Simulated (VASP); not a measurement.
# GaSi2 (P-6m2) in VASP: a series of runs

The runs below take GaSi2 through single point, relaxation of cell and atoms, with PBE.

Everything below comes from runs of VASP 6.6.1. Logs are shortened: lines on timing, memory, paths and dates and some standing lists are left out, and cuts for length are marked.

### 1 The cell of the first run

It takes space group P-6m2 (No. 187, hexagonal). Conventional cell: a = 3.819 Å, b = 3.819 Å, c = 4.947 Å, α = 90.00°, β = 90.00°, γ = 120.00°. Ga (site symmetry -6m2) has 6 Si at 2.54 Å within 3.4 Å. Within 3.2 Å of Si (site symmetry 3m) lie 2 Si at 2.43 to 2.52 Å and 3 Ga at 2.54 Å.

### 2 Single point, PBE

Contents of INCAR:

```
SYSTEM = GaSi2
PREC     = Accurate       ! precision mode
ENCUT    = 520            ! plane-wave cutoff, eV
EDIFF    = 1E-7           ! SCF threshold, eV
ISMEAR   = 0              ! smearing method
SIGMA    = 0.1            ! smearing width, eV
LREAL    = .False.        ! projectors in reciprocal space
LASPH    = .True.         ! aspherical terms in the spheres
NELM     = 100            ! most SCF steps
ALGO     = Normal         ! electronic algorithm
ISIF     = 2              ! what is computed and relaxed
LWAVE    = .False.        ! write WAVECAR
LCHARG   = .False.        ! write CHGCAR
GGA      = PE             ! functional
NBANDS   = 18             ! bands
```

Contents of KPOINTS:

```
regular mesh
0
Gamma
  12 12 10
  0 0 0
```

Contents of POSCAR:

```
GaSi2
1.0
    3.8187822538      0.0000000000      0.0000000000
   -1.9093911269      3.3071624434      0.0000000000
    0.0000000000      0.0000000000      4.9471415486
Ga Si
1 2
Direct
    0.0000000000      0.0000000000      0.0000000000
    0.6666666667      0.3333333333      0.7453790931
    0.6666666667      0.3333333333      0.2546209069
```

Potentials or basis: VASP PAW PBE potentials, release 64 (Ga_d, Si).

Command:

```
$ cat potpaw_PBE.64/Ga_d/POTCAR potpaw_PBE.64/Si/POTCAR > POTCAR
$ mpirun -np 1 vasp_std > vasp.out
```

OUTCAR:

```text
SYSTEM = GaSi2
   PREC = Accurate
   ENCUT = 520
   EDIFF = 1E-7
   ISMEAR = 0
   LREAL = .False.
   LASPH = .True.
   NELM = 100
   ISIF = 2
   GGA = PE

 ion  position               nearest neighbor table
   1  0.000  0.000  0.000-   2 2.54   3 2.54   2 2.54   3 2.54   2 2.54   3 2.54
   2  0.667  0.333  0.745-   3 2.43   3 2.52   1 2.54   1 2.54   1 2.54
   3  0.667  0.333  0.255-   2 2.43   2 2.52   1 2.54   1 2.54   1 2.54

  LATTYP: Found a hexagonal cell.
 ALAT       =     3.8187822538
 C/A-ratio  =     1.2954762068

  Lattice vectors:

 A1 = (   3.8187822538,   0.0000000000,   0.0000000000)
 A2 = (  -1.9093911269,   3.3071624434,   0.0000000000)
 A3 = (   0.0000000000,   0.0000000000,   4.9471415486)

Analysis of symmetry for initial positions (statically):
=====================================================================
 Subroutine PRICEL returns:
 Original cell was already a primitive cell.

 Routine SETGRP: Setting up the symmetry group for a
 hexagonal supercell.

 Subroutine GETGRP returns: Found 12 space group operations
 (whereof 12 operations were pure point group operations)
 out of a pool of 24 trial point group operations.

The static configuration has the point symmetry D_3h.

Analysis of symmetry for dynamics (positions and initial velocities):
=====================================================================
 Subroutine PRICEL returns:
 Original cell was already a primitive cell.

 Routine SETGRP: Setting up the symmetry group for a
 hexagonal supercell.

 Subroutine GETGRP returns: Found 12 space group operations
 (whereof 12 operations were pure point group operations)
 out of a pool of 24 trial point group operations.

The dynamic configuration has the point symmetry D_3h.

 Subroutine INISYM returns: Found 12 space group operations
 (whereof 12 operations are pure point group operations),
 and found     1 'primitive' translations

----------------------------------------------------------------------------------------

                                     Primitive cell

  volume of cell :      62.4791

  direct lattice vectors                    reciprocal lattice vectors
     3.818782254  0.000000000  0.000000000     0.261863582  0.151187010  0.000000000
    -1.909391127  3.307162443  0.000000000     0.000000000  0.302374019  0.000000000
     0.000000000  0.000000000  4.947141549     0.000000000  0.000000000  0.202136929

  length of vectors
     3.818782254  3.818782254  4.947141549     0.302374019  0.302374019  0.202136929

  position of ions in fractional coordinates (direct lattice)
     0.000000000  0.000000000  0.000000000
     0.666666667  0.333333333  0.745379093
     0.666666667  0.333333333  0.254620907

  ion indices of the primitive-cell ions
   primitive index   ion index
                 1           1
                 2           2
                 3           3

----------------------------------------------------------------------------------------

 KPOINTS: regular mesh

Automatic generation of k-mesh.
 Grid dimensions read from file:
 generate k-points for:   12   12   10

 Generating k-lattice:

  Cartesian coordinates                     Fractional coordinates (reciprocal lattice)
     0.021821965  0.012598917  0.000000000     0.083333333  0.000000000  0.000000000
     0.000000000  0.025197835  0.000000000     0.000000000  0.083333333  0.000000000
     0.000000000  0.000000000  0.020213693     0.000000000  0.000000000  0.100000000

  Length of vectors
     0.025197835  0.025197835  0.020213693

  Shift w.r.t. Gamma in fractional coordinates (k-lattice)
     0.000000000  0.000000000  0.000000000

 Subroutine IBZKPT returns following result:
 ===========================================

 Found    114 irreducible k-points:

 Following reciprocal coordinates:
            Coordinates               Weight
  0.000000  0.000000  0.000000      1.000000
  0.083333  0.000000  0.000000      6.000000
  0.166667  0.000000  0.000000      6.000000
  0.250000  0.000000  0.000000      6.000000
  0.333333  0.000000  0.000000      6.000000
  0.416667  0.000000  0.000000      6.000000
[... 16 lines left out ...]
  0.250000  0.000000  0.100000     12.000000
  0.333333  0.000000  0.100000     12.000000
 [... further k-points ...]
   k-points           NKPTS =    114   k-points in BZ     NKDIM =    114   number of bands    NBANDS=     18
   number of dos      NEDOS =    301   number of ions     NIONS =      3
   total plane-waves  NPLWV =  31360
   dimension x,y,z NGX =    28 NGY =   28 NGZ =   40
   dimension x,y,z NGXF=    56 NGYF=   56 NGZF=   80
   ions per type =               1   2
   NGX,Y,Z   is equivalent  to a cutoff of  12.19, 12.19, 13.44 a.u.
   NGXF,Y,Z  is equivalent  to a cutoff of  24.38, 24.38, 26.88 a.u.
 SYSTEM =  GaSi2
   PREC   = accura    normal or accurate (medium, high low for compatibility)
   ISTART =      0    job   : 0-new  1-cont  2-samecut
   ICHARG =      2    charge: 1-file 2-atom 10-const
   ISPIN  =      1    spin polarized calculation?
   LNONCOLLINEAR =      F non collinear calculations
   LSORBIT =      F    spin-orbit coupling
   LASPH  =      T    aspherical Exc in radial PAW
   ENCUT  =  520.0 eV  38.22 Ry    6.18 a.u.   7.10  7.10  9.20*2*pi/ulx,y,z
   NELM   =    100;   NELMIN=  2; NELMDL= -5     # of ELM steps
   EDIFF  = 0.1E-06   stopping-criterion for ELM
   LREAL  =      F    real-space projection
   EDIFFG = 0.1E-05   stopping-criterion for IOM
   NSW    =      0    number of steps for IOM
   IBRION =     -1    ionic relax: 0-MD 1-quasi-New 2-CG
   NFREE  =      0    steps in history (QN), initial steepest desc. (CG)
   ISIF   =      2    stress and relaxation
   ISYM   =      2    0-nonsym 1-usesym 2-fastsym
   POTIM  = 0.5000    time-step for ionic-motion
   TEBEG  =    0.0;   TEEND  =   0.0 temperature during run
   PSTRESS=    0.0 pullay stress
   NELECT =      21.0000    total number of electrons
   NUPDOWN=      -1.0000    fix difference up-down
   EMIN   =  10.00;   EMAX   =-10.00  energy-range for DOS
   EFERMI =   0.00;   METHOD = LEGACY
   ISMEAR =     0;   SIGMA  =   0.10  broadening in eV -4-tet -1-fermi 0-gaus
   EFERMI_NEDOS =   21; number of points for ismear=-14 and -15
   IALGO  =     38    algorithm
   IMIX   =      4    mixing-type and parameters
     AMIX     =   0.40;   BMIX     =  1.00
     AMIX_MAG =   1.60;   BMIX_MAG =  1.00
  volume/ion in A,a.u.               =      20.83       140.54
  Fermi-wavevector in a.u.,A,eV,Ry     =   1.138247  2.150974 17.627779  1.295605
  Thomas-Fermi vector in A             =   2.274951
   LORBIT       =      0    0 simple, 1 ext, 2 COOP (PROOUT), +10 PAW based schemes
   GGA     = PE    functional components
   LHFCALC =     F    Hartree Fock is set to
   AEXX    =    0.0000 exact exchange contribution
   IVDW    =     0    specifies the selected vdW correction
   LEPSILON=     F    determine dielectric tensor
   LRPA    =     F    only Hartree local field effects (RPA)
 non-spin polarized calculation
 Gauss-broadening in eV      SIGMA  =   0.10
  energy-cutoff  :      520.00
  volume of cell :       62.48
 maximum number of plane-waves:      1712
   NGX = 15   NGY = 15   NGZ = 19

 number of electron      21.0000002 magnetization

 Free energy of the ion-electron system (eV)
  ---------------------------------------------------
  ext. energy  EPLUGINS =         0.00000000
  ---------------------------------------------------
  free energy    TOTEN  =       -12.39876034 eV

  energy without entropy =      -12.39230385  energy(sigma->0) =      -12.39553209

 E-fermi :   5.1511     XC(G=0):  -9.6547

 val. band max:        5.1496968290   @ k =   0.4167   0.0833   0.3000
 cond. band min:       5.1926526111   @ k =   0.0000   0.0000   0.3000
 fundamental gap:      0.0429557821
 Fermi energy:         5.1511268106

 k-point     1 :       0.0000    0.0000    0.0000
  band No.  band energies     occupation
      1      -9.6046      2.00000
      2      -9.6046      2.00000
      3      -9.5721      2.00000
      4      -9.5682      2.00000
      5      -9.5682      2.00000
      6      -6.6358      2.00000
[... 10 lines left out ...]
     17      12.5975      0.00000
     18      12.5976      0.00000

 k-point     2 :       0.0833    0.0000    0.0000
  band No.  band energies     occupation
      1      -9.6093      2.00000
      2      -9.6012      2.00000
      3      -9.5710      2.00000
      4      -9.5688      2.00000
      5      -9.5668      2.00000
      6      -6.5542      2.00000
[... 10 lines left out ...]
     17      12.5005      0.00000
     18      13.1268      0.00000

 k-point     3 :       0.1667    0.0000    0.0000
  band No.  band energies     occupation
      1      -9.6195      2.00000
      2      -9.5919      2.00000
      3      -9.5785      2.00000
      4      -9.5702      2.00000
      5      -9.5554      2.00000
      6      -6.3119      2.00000
[... 10 lines left out ...]
     17      12.3790      0.00000
     18      12.9097      0.00000

 k-point     4 :       0.2500    0.0000    0.0000
  band No.  band energies     occupation
      1      -9.6311      2.00000
      2      -9.5885      2.00000
      3      -9.5792      2.00000
      4      -9.5722      2.00000
      5      -9.5425      2.00000
      6      -5.9199      2.00000
[... 10 lines left out ...]
     17      12.4592      0.00000
     18      12.7076      0.00000

 k-point     5 :       0.3333    0.0000    0.0000
  band No.  band energies     occupation
      1      -9.6416      2.00000
      2      -9.5984      2.00000
      3      -9.5742      2.00000
      4      -9.5664      2.00000
      5      -9.5312      2.00000
      6      -5.4096      2.00000
[... 10 lines left out ...]
     17      13.1448      0.00000
     18      13.8014      0.00000

 k-point     6 :       0.4167    0.0000    0.0000
  band No.  band energies     occupation
      1      -9.6490      2.00000
      2      -9.6056      2.00000
      3      -9.5757      2.00000
      4      -9.5569      2.00000
      5      -9.5236      2.00000
      6      -4.8771      2.00000
[... 10 lines left out ...]
     17      13.8918      0.00000
     18      14.9045      0.00000

 k-point     7 :       0.5000    0.0000    0.0000
  band No.  band energies     occupation
      1      -9.6516      2.00000
      2      -9.6082      2.00000
      3      -9.5762      2.00000
      4      -9.5534      2.00000
      5      -9.5209      2.00000
      6      -4.6050      2.00000
[... 10 lines left out ...]
     17      13.8311      0.00000
     18      16.1059      0.00000

 k-point     8 :       0.0833    0.0833    0.0000
  band No.  band energies     occupation
      1      -9.6160      2.00000
      2      -9.5956      2.00000
      3      -9.5760      2.00000
      4      -9.5699      2.00000
      5      -9.5586      2.00000
      6      -6.3921      2.00000
[... 10 lines left out ...]
     17      12.3021      0.00000
     18      13.1229      0.00000
[... 229 lines left out ...]
     17      12.6657      0.00000
     18      15.2106      0.00000

 k-point    20 :       0.0000    0.0000    0.1000
  band No.  band energies     occupation
      1      -9.6046      2.00000
      2      -9.6046      2.00000
      3      -9.5720      2.00000
      4      -9.5683      2.00000
      5      -9.5683      2.00000
      6      -6.5882      2.00000
[... 10 lines left out ...]
     17      12.9750      0.00000
     18      12.9756      0.00000

 k-point    21 :       0.0833    0.0000    0.1000
  band No.  band energies     occupation
      1      -9.6093      2.00000
      2      -9.6012      2.00000
      3      -9.5711      2.00000
      4      -9.5689      2.00000
      5      -9.5667      2.00000
      6      -6.5064      2.00000
[... 10 lines left out ...]
     17      12.5388      0.00000
     18      12.8705      0.00000

 k-point    22 :       0.1667    0.0000    0.1000
  band No.  band energies     occupation
      1      -9.6194      2.00000
      2      -9.5919      2.00000
      3      -9.5787      2.00000
      4      -9.5703      2.00000
      5      -9.5552      2.00000
      6      -6.2639      2.00000
[... 10 lines left out ...]
     17      12.4585      0.00000
     18      12.7016      0.00000

 k-point    23 :       0.2500    0.0000    0.1000
  band No.  band energies     occupation
      1      -9.6309      2.00000
      2      -9.5890      2.00000
      3      -9.5792      2.00000
      4      -9.5723      2.00000
      5      -9.5423      2.00000
      6      -5.8714      2.00000
[... 10 lines left out ...]
     17      12.0644      0.00000
     18      12.8883      0.00000

 k-point    24 :       0.3333    0.0000    0.1000
  band No.  band energies     occupation
      1      -9.6414      2.00000
      2      -9.5990      2.00000
      3      -9.5743      2.00000
      4      -9.5663      2.00000
      5      -9.5310      2.00000
      6      -5.3601      2.00000
[... 10 lines left out ...]
     17      13.1024      0.00000
     18      13.8786      0.00000

 [... further k-points ...]
[... 5 lines left out ...]
  --------------------------------------------------------------------------------------
  -------------------------------------------------------------------------------------
  Total        0.0041709      0.0041709     -0.0015864      0.0000000      0.0000000      0.0000000
  in kB        0.1069565      0.1069565     -0.0406805      0.0000000      0.0000000      0.0000000
  external PRESSURE =       0.0577442 kB  Pullay stress =       0.0000000 kB

 VOLUME and BASIS-vectors are now :
 -----------------------------------------------------------------------------
  energy-cutoff  :      520.00
  volume of cell :       62.48
      direct lattice vectors                 reciprocal lattice vectors
     3.818782254  0.000000000  0.000000000     0.261863582  0.151187010  0.000000000
    -1.909391127  3.307162443  0.000000000     0.000000000  0.302374019  0.000000000
     0.000000000  0.000000000  4.947141549     0.000000000  0.000000000  0.202136929

 POSITION                                       TOTAL-FORCE (eV/Angst)
 -----------------------------------------------------------------------------------
      0.00000      0.00000      0.00000         0.000000     -0.000000      0.000000
      1.90939      1.10239      3.68750        -0.000000      0.000000     -0.003775
      1.90939      1.10239      1.25965        -0.000000      0.000000      0.003775
 -----------------------------------------------------------------------------------
    total drift:                               -0.000002      0.000001     -0.000000

  FREE ENERGIE OF THE ION-ELECTRON SYSTEM (eV)
  ---------------------------------------------------
  free  energy   TOTEN  =       -12.3987603359 eV

  energy  without entropy=      -12.3923038518  energy(sigma->0) =      -12.39553209
```

It took 68 s on 1 thread of AMD EPYC 9R45 (Zen 5), shared host; peak memory 0.23 GiB.

What came out:

- Free energy: -12.3988 eV
- Pressure: 0.0 GPa
- Largest force: 0.004 eV/Å

Forces in eV/Å, atoms in the order of the input:
```
Ga   0.000  0.000  0.000
Si   0.000  0.000 -0.004
Si   0.000  0.000  0.004
```

### 3 Relaxation of cell and atoms, PBE

This run uses another cell than the first one, of 20.66 Å³/atom, 0.992 times its volume.

Contents of INCAR:

```
SYSTEM = GaSi2
PREC = Accurate
ENCUT = 600
EDIFF = 1E-6
ISMEAR = 0
SIGMA = 0.1
LREAL = .FALSE.
LASPH = .TRUE.
NELM = 100
ALGO = Normal
ISIF = 3
LWAVE = .FALSE.
LCHARG = .FALSE.
GGA = PE
IBRION = 2
NSW = 100
EDIFFG = -0.01
```

Contents of KPOINTS:

```
regular mesh
0
G
  12 12 10
  0 0 0
```

Contents of POSCAR:

```
GaSi2
1.0
    3.7623754046      0.0000000000      0.0000000000
   -1.8811877023      3.2583126789      0.0000000000
    0.0000000000      0.0000000000      5.0564990701
Ga Si
1 2
Direct
    0.0000000000      0.0000000000      0.0000000000
    0.6666666667      0.3333333333      0.7399297811
    0.6666666667      0.3333333333      0.2600702189
```

Potentials or basis: VASP PAW PBE potentials, release 64 (Ga_d, Si).

Command:

```
$ cat potpaw_PBE.64/Ga_d/POTCAR potpaw_PBE.64/Si/POTCAR > POTCAR
$ mpirun -np 1 vasp_std > vasp.out
```

Wall time 5.1 min (1 thread of AMD EPYC 9R45 (Zen 5), shared host); peak memory 0.25 GiB.

Results (log left out):

| Quantity | Value |
| --- | --- |
| Free energy | -12.3986 eV |
| Relaxed volume | 20.84 Å³/atom |
| Relaxed cell | a = 3.820 Å, b = 3.820 Å, c = 4.948 Å, α = 90.00°, β = 90.00°, γ = 120.00° |
| Space group after relaxing (to 0.05 Å) | P-6m2 (No. 187) |
| Energy gained by relaxing | 8.5 meV/atom |
| Ionic steps | 9 |
| Pressure after relaxing | -0.1 GPa |
| Largest force after relaxing | 0.004 eV/Å |

Forces in eV/Å, atoms in the order of the input:
```
Ga   0.000  0.000  0.000
Si   0.000  0.000  0.004
Si   0.000  0.000 -0.004
```

The path:
```
step  energy change (eV)  largest force (eV/Å)  pressure (GPa)  volume (Å³)
   1              0.0000                0.2469           -0.27        61.99
   2             -0.0171                0.1937            0.38        61.67
   3             -0.0210                0.0069            1.15        61.34
   4             -0.0218                0.0727            0.93        61.44
   5             -0.0252                0.0093           -0.04        62.55
   6             -0.0253                0.0007            0.17        62.42
   7             -0.0253                0.0036            0.03        62.47
   8             -0.0253                0.0023            0.08        62.45
   9             -0.0254                0.0037           -0.06        62.52
```

Final structure:
```
Ga Si
1.0
     3.81980    0.00000    0.00000
    -1.90990    3.30804    0.00000
     0.00000    0.00000    4.94757
Ga Si
1 2
Direct
  0.00000 0.00000 0.00000
  0.66667 0.33333 0.74532
  0.66667 0.33333 0.25468
```

Levels at points of the mesh, in eV from the Fermi level:
| k point | band 8 | band 9 | band 10 | band 11 | band 12 | band 13 |
| --- | --- | --- | --- | --- | --- | --- |
| (0.00, 0.00, 0.00) | -5.31 | -0.32 | -0.32 | 1.44 | 3.69 | 3.69 |
| (0.50, 0.00, 0.00) | -4.06 | -3.51 | -2.08 | -1.10 | 0.51 | 2.30 |
| (0.00, 0.00, 0.50) | 0.34 | 0.35 | 0.35 | 1.79 | 1.98 | 1.98 |
| (0.50, 0.00, 0.50) | -6.50 | -3.37 | -1.48 | 0.84 | 1.75 | 2.17 |
